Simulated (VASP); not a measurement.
# Ca (P6_3/mmc) in VASP: a series of runs

Runs on Ca. Level: PBE. Tasks: relaxation of shape and atoms at fixed volume.

Program: VASP 6.6.1. These are calculated values, not measurements. Logs are shortened: lines on timing, memory, paths and dates and some standing lists are left out, and cuts for length are marked.

### Step 1. The cell of the first run

The structure is hexagonal, space group P6_3/mmc (No. 194). The conventional cell has a = 3.866 Å, b = 3.866 Å, c = 6.351 Å, α = 90.00°, β = 90.00°, γ = 120.00°. Ca (site symmetry -6m2) has 12 Ca at 3.87 to 3.88 Å within 5.1 Å.

This isn't the form of Ca at room conditions, which is fcc.

### Step 2. Relaxation of shape and atoms at fixed volume, PBE (41.10 Å³/atom)

INCAR

```
SYSTEM = Ca
PREC     = Accurate       ! precision mode
ENCUT    = 600            ! plane-wave cutoff, eV
EDIFF    = 1E-6           ! SCF threshold, eV
ISMEAR   = 0              ! smearing method
SIGMA    = 0.1            ! smearing width, eV
LREAL    = .FALSE.        ! projectors in reciprocal space
LASPH    = .TRUE.         ! aspherical terms in the spheres
NELM     = 60             ! most SCF steps
ALGO     = Fast           ! electronic algorithm
ISIF     = 4              ! what is computed and relaxed
LWAVE    = .FALSE.        ! write WAVECAR
LCHARG   = .FALSE.        ! write CHGCAR
GGA      = PE             ! functional
IBRION   = 2              ! ionic algorithm
NSW      = 50             ! ionic steps
EDIFFG   = -0.01          ! ionic threshold
```

KPOINTS

```
Automatic mesh
0
G
  12 12 8
  0 0 0
```

POSCAR

```
Ca
1.0
    3.8659525953      0.0000000000      0.0000000000
   -1.9329762976      3.3480131573      0.0000000000
    0.0000000000      0.0000000000      6.3514911703
Ca
2
Direct
    0.3333333333      0.6666666667      0.2500000000
    0.6666666667      0.3333333333      0.7500000000
```

Potentials or basis: VASP PAW PBE potentials, release 64 (Ca_sv).

Run with:

```console
cat potpaw_PBE.64/Ca_sv/POTCAR > POTCAR
mpirun -np 1 vasp_std > vasp.out
```

OUTCAR:

```text
SYSTEM = Ca
   PREC = Accurate
   ENCUT = 600
   EDIFF = 1E-6
   ISMEAR = 0
   LREAL = .FALSE.
   LASPH = .TRUE.
   NELM = 60
   ISIF = 4
   GGA = PE
   IBRION = 2
   NSW = 50
   EDIFFG = -0.01

 ion  position               nearest neighbor table
   1  0.333  0.667  0.250-
   2  0.667  0.333  0.750-

  LATTYP: Found a hexagonal cell.
 ALAT       =     3.8659525953
 C/A-ratio  =     1.6429304327

  Lattice vectors:

 A1 = (   3.8659525953,   0.0000000000,   0.0000000000)
 A2 = (  -1.9329762976,   3.3480131573,   0.0000000000)
 A3 = (   0.0000000000,   0.0000000000,   6.3514911703)

Analysis of symmetry for initial positions (statically):
=====================================================================
 Subroutine PRICEL returns:
 Original cell was already a primitive cell.

 Routine SETGRP: Setting up the symmetry group for a
 hexagonal supercell.

 Subroutine GETGRP returns: Found 24 space group operations
 (whereof 12 operations were pure point group operations)
 out of a pool of 24 trial point group operations.

The static configuration has the point symmetry D_3d.
 The point group associated with its full space group is D_6h.

Analysis of symmetry for dynamics (positions and initial velocities):
=====================================================================
 Subroutine PRICEL returns:
 Original cell was already a primitive cell.

 Routine SETGRP: Setting up the symmetry group for a
 hexagonal supercell.

 Subroutine GETGRP returns: Found 24 space group operations
 (whereof 12 operations were pure point group operations)
 out of a pool of 24 trial point group operations.

The dynamic configuration has the point symmetry D_3d.
 The point group associated with its full space group is D_6h.

 Subroutine INISYM returns: Found 24 space group operations
 (whereof 12 operations are pure point group operations),
 and found     1 'primitive' translations

----------------------------------------------------------------------------------------

                                     Primitive cell

  volume of cell :      82.2090

  direct lattice vectors                    reciprocal lattice vectors
     3.865952595  0.000000000  0.000000000     0.258668459  0.149342304  0.000000000
    -1.932976298  3.348013157  0.000000000     0.000000000  0.298684609  0.000000000
     0.000000000  0.000000000  6.351491170     0.000000000  0.000000000  0.157443343

  length of vectors
     3.865952595  3.865952595  6.351491170     0.298684609  0.298684609  0.157443343

  position of ions in fractional coordinates (direct lattice)
     0.333333333  0.666666667  0.250000000
     0.666666667  0.333333333  0.750000000

  ion indices of the primitive-cell ions
   primitive index   ion index
                 1           1
                 2           2

----------------------------------------------------------------------------------------

 KPOINTS: Automatic mesh

Automatic generation of k-mesh.
 Grid dimensions read from file:
 generate k-points for:   12   12    8

 Generating k-lattice:

  Cartesian coordinates                     Fractional coordinates (reciprocal lattice)
     0.021555705  0.012445192  0.000000000     0.083333333  0.000000000  0.000000000
     0.000000000  0.024890384  0.000000000     0.000000000  0.083333333  0.000000000
     0.000000000  0.000000000  0.019680418     0.000000000  0.000000000  0.125000000

  Length of vectors
     0.024890384  0.024890384  0.019680418

  Shift w.r.t. Gamma in fractional coordinates (k-lattice)
[... 63 lines left out ...]
   NELECT =      20.0000    total number of electrons
   NUPDOWN=      -1.0000    fix difference up-down
   EMIN   =  10.00;   EMAX   =-10.00  energy-range for DOS
   EFERMI =   0.00;   METHOD = LEGACY
   ISMEAR =     0;   SIGMA  =   0.10  broadening in eV -4-tet -1-fermi 0-gaus
   EFERMI_NEDOS =   21; number of points for ismear=-14 and -15
   IALGO  =     68    algorithm
   IMIX   =      4    mixing-type and parameters
     AMIX     =   0.40;   BMIX     =  1.00
     AMIX_MAG =   1.60;   BMIX_MAG =  1.00
  volume/ion in A,a.u.               =      41.10       277.39
  Fermi-wavevector in a.u.,A,eV,Ry     =   1.021986  1.931274 14.210684  1.044456
  Thomas-Fermi vector in A             =   2.155641
   LORBIT       =      0    0 simple, 1 ext, 2 COOP (PROOUT), +10 PAW based schemes
   GGA     = PE    functional components
   LHFCALC =     F    Hartree Fock is set to
   AEXX    =    0.0000 exact exchange contribution
   IVDW    =     0    specifies the selected vdW correction
   LEPSILON=     F    determine dielectric tensor
   LRPA    =     F    only Hartree local field effects (RPA)
 conjugate gradient relaxation of ions
 non-spin polarized calculation
 RMM-DIIS sequential band-by-band and
 Gauss-broadening in eV      SIGMA  =   0.10
  energy-cutoff  :      600.00
  volume of cell :       82.21
 maximum number of plane-waves:      2774
 NGX is ok and might be reduce to    32
   NGX = 15   NGY = 15   NGZ = 25

--------------------------------------- Ionic step        1  -------------------------------------------

 number of electron      19.9999998 magnetization

 Free energy of the ion-electron system (eV)
  ---------------------------------------------------
  ext. energy  EPLUGINS =         0.00000000
  ---------------------------------------------------
  free energy    TOTEN  =        -3.85292047 eV

  energy without entropy =       -3.84324671  energy(sigma->0) =       -3.84808359

------------------------ aborting loop because EDIFF is reached ----------------------------------------

  FORCE on cell =-STRESS in cart. coord.  units (eV):
  Direction    XX          YY          ZZ          XY          YZ          ZX
  --------------------------------------------------------------------------------------
  -------------------------------------------------------------------------------------
  Total        0.2826407      0.2826407      0.3154041      0.0000000     -0.0000000      0.0000000
  in kB        5.5084057      5.5084057      6.1469340      0.0000000     -0.0000000      0.0000000
  external PRESSURE =       5.7212485 kB  Pullay stress =       0.0000000 kB

 VOLUME and BASIS-vectors are now :
 -----------------------------------------------------------------------------
  energy-cutoff  :      600.00
  volume of cell :       82.21
      direct lattice vectors                 reciprocal lattice vectors
     3.865952595  0.000000000  0.000000000     0.258668459  0.149342304  0.000000000
    -1.932976298  3.348013157  0.000000000     0.000000000  0.298684609  0.000000000
     0.000000000  0.000000000  6.351491170     0.000000000  0.000000000  0.157443343

 POSITION                                       TOTAL-FORCE (eV/Angst)
 -----------------------------------------------------------------------------------
     -0.00000      2.23201      1.58787        -0.000000      0.000000      0.000000
      1.93298      1.11600      4.76362         0.000000     -0.000000      0.000000
 -----------------------------------------------------------------------------------
    total drift:                               -0.000000      0.000000     -0.000000

  FREE ENERGIE OF THE ION-ELECTRON SYSTEM (eV)
  ---------------------------------------------------
  free  energy   TOTEN  =        -3.8529204698 eV

  energy  without entropy=       -3.8432467138  energy(sigma->0) =       -3.84808359

--------------------------------------- Ionic step        2  -------------------------------------------

 number of electron      19.9999998 magnetization

 Free energy of the ion-electron system (eV)
  ---------------------------------------------------
  ext. energy  EPLUGINS =         0.00000000
  ---------------------------------------------------
  free energy    TOTEN  =        -3.85293460 eV

  energy without entropy =       -3.84323143  energy(sigma->0) =       -3.84808302

 E-fermi :   2.1322     XC(G=0):  -7.8166

 val. band max:        2.1140257822   @ k =   0.3333   0.1667   0.0000
 cond. band min:       2.1400955340   @ k =   0.2500   0.0833   0.0000
 fundamental gap:      0.0260697518
 Fermi energy:         2.1322165938

 k-point     1 :       0.0000    0.0000    0.0000
  band No.  band energies     occupation
      1     -39.8780      2.00000
      2     -39.8630      2.00000
      3     -20.9369      2.00000
      4     -20.8148      2.00000
      5     -20.8148      2.00000
      6     -20.7946      2.00000
      7     -20.7946      2.00000
      8     -20.7871      2.00000
      9      -2.0092      2.00000
     10       1.0382      2.00000
     11       1.8956      1.99918
     12       4.3981      0.00000
     13       4.4300      0.00000
     14       4.4322      0.00000
[... 377 lines left out ...]
      1     -39.8665      2.00000
      2     -39.8586      2.00000
      3     -20.9113      2.00000
      4     -20.8887      2.00000
      5     -20.8794      2.00000
      6     -20.8402      2.00000
      7     -20.8119      2.00000
      8     -20.8079      2.00000
      9      -0.3513      2.00000
     10       1.7865      2.00000
     11       2.4714      0.00000
     12       2.7295      0.00000
     13       3.8879      0.00000
     14       3.9022      0.00000

 [... further k-points ...]

------------------------ aborting loop because EDIFF is reached ----------------------------------------

  FORCE on cell =-STRESS in cart. coord.  units (eV):
  Direction    XX          YY          ZZ          XY          YZ          ZX
  --------------------------------------------------------------------------------------
  -------------------------------------------------------------------------------------
  Total        0.2926218      0.2926218      0.3117753      0.0000000      0.0000000      0.0000000
  in kB        5.7029280      5.7029280      6.0762113      0.0000000      0.0000000      0.0000000
  external PRESSURE =       5.8273558 kB  Pullay stress =       0.0000000 kB

 VOLUME and BASIS-vectors are now :
 -----------------------------------------------------------------------------
  energy-cutoff  :      600.00
  volume of cell :       82.21
      direct lattice vectors                 reciprocal lattice vectors
     3.864934447  0.000000000  0.000000000     0.258736601  0.149381646  0.000000000
    -1.932467223  3.347131415 -0.000000000    -0.000000000  0.298763292  0.000000000
     0.000000000 -0.000000000  6.354837986    -0.000000000  0.000000000  0.157360424

 POSITION                                       TOTAL-FORCE (eV/Angst)
 -----------------------------------------------------------------------------------
     -0.00000      2.23142      1.58871         0.000000     -0.000000      0.000000
      1.93247      1.11571      4.76613        -0.000000      0.000000      0.000000
 -----------------------------------------------------------------------------------
    total drift:                               -0.000000      0.000000     -0.000000

  FREE ENERGIE OF THE ION-ELECTRON SYSTEM (eV)
  ---------------------------------------------------
  free  energy   TOTEN  =        -3.8529346044 eV

  energy  without entropy=       -3.8432314302  energy(sigma->0) =       -3.84808302

 reached required accuracy - stopping structural energy minimisation
```

It took 4.5 min on 1 thread of Oxide Virtual Turin-like, shared host; peak memory 0.28 GiB.

What came out:

```
Free energy               : -3.8529 eV
Energy gained by relaxing : 0.0 meV/atom
Ionic steps               : 2
Pressure after relaxing   : 0.6 GPa
Band gap on the k mesh    : zero (bands 10 and 11 overlap by 0.48 eV)
```

Final structure:
```yaml
crystal:
  lattice:
    - [3.86493, 0.00000, 0.00000]
    - [-1.93247, 3.34713, 0.00000]
    - [0.00000, 0.00000, 6.35484]
  atoms:
    - { symbol: Ca, position: [0.33333, 0.66667, 0.25000] }
    - { symbol: Ca, position: [0.66667, 0.33333, 0.75000] }
```

Levels at points of the mesh, in eV from the Fermi level:
```tsv
k point	band 8	band 9	band 10	band 11	band 12	band 13
(0.00, 0.00, 0.00)	-22.92	-4.14	-1.09	-0.24	2.27	2.30
(0.50, 0.00, 0.00)	-22.95	-1.15	-0.72	0.16	0.34	1.36
(0.00, 0.00, 0.50)	-22.94	-3.11	-3.11	1.36	1.36	2.29
(0.50, 0.00, 0.50)	-22.96	-0.73	-0.73	0.09	0.09	1.44
```

### Step 3. Relaxation of shape and atoms at fixed volume, PBE (43.65 Å³/atom)

This run uses another cell than the first one, of 43.65 Å³/atom.

INCAR

```
ALGO     = Fast           # electronic algorithm
EDIFF    = 1E-6           # SCF threshold, eV
EDIFFG   = -0.01          # ionic threshold
ENCUT    = 600            # plane-wave cutoff, eV
GGA      = PE             # functional
IBRION   = 2              # ionic algorithm
ISIF     = 4              # what is computed and relaxed
ISMEAR   = 0              # smearing method
LASPH    = True           # aspherical terms in the spheres
LCHARG   = False          # write CHGCAR
LREAL    = False          # projectors in reciprocal space
LWAVE    = False          # write WAVECAR
NELM     = 80             # most SCF steps
NSW      = 50             # ionic steps
PREC     = Accurate       # precision mode
SIGMA    = 0.1            # smearing width, eV
```

KPOINTS

```
k-points
0
Gamma
  12 12 8
```

POSCAR

```
Ca
1.0
    3.9440736953      0.0000000000      0.0000000000
   -1.9720368477      3.4156680146      0.0000000000
    0.0000000000      0.0000000000      6.4798387031
Ca
2
Direct
    0.3333333333      0.6666666667      0.2500000000
    0.6666666667      0.3333333333      0.7500000000
```

Potentials or basis: VASP PAW PBE potentials, release 64 (Ca_sv).

Run with:

```console
cat potpaw_PBE.64/Ca_sv/POTCAR > POTCAR
mpirun -np 1 vasp_std > vasp.out
```

It took 3.8 min on 1 thread of Oxide Virtual Turin-like, shared host; peak memory 0.27 GiB.

Results (log left out):

```
Free energy             : -3.8545 eV
Pressure after relaxing : -0.5 GPa
Band gap on the k mesh  : zero (bands 10 and 11 overlap by 0.53 eV)
```

Final structure:
```
Ca
1.0
     3.94407    0.00000    0.00000
    -1.97204    3.41567    0.00000
     0.00000    0.00000    6.47984
Ca
2
Direct
  0.33333 0.66667 0.25000
  0.66667 0.33333 0.75000
```

Levels at points of the mesh, in eV from the Fermi level:
| k point | band 7 | band 8 | band 9 | band 10 | band 11 | band 12 | band 13 | band 14 |
| --- | --- | --- | --- | --- | --- | --- | --- | --- |
| (0.00, 0.00, 0.00) | -23.07 | -23.06 | -4.03 | -1.06 | -0.27 | 2.19 | 2.22 | 2.23 |
| (0.50, 0.00, 0.00) | -23.09 | -23.09 | -1.14 | -0.72 | 0.21 | 0.36 | 1.31 | 1.88 |
| (0.00, 0.00, 0.50) | -23.08 | -23.08 | -3.04 | -3.04 | 1.34 | 1.34 | 2.21 | 2.21 |
| (0.50, 0.00, 0.50) | -23.10 | -23.10 | -0.70 | -0.70 | 0.05 | 0.05 | 1.41 | 1.41 |

Caveat: the relaxation stopped at its first step, so nothing moved.
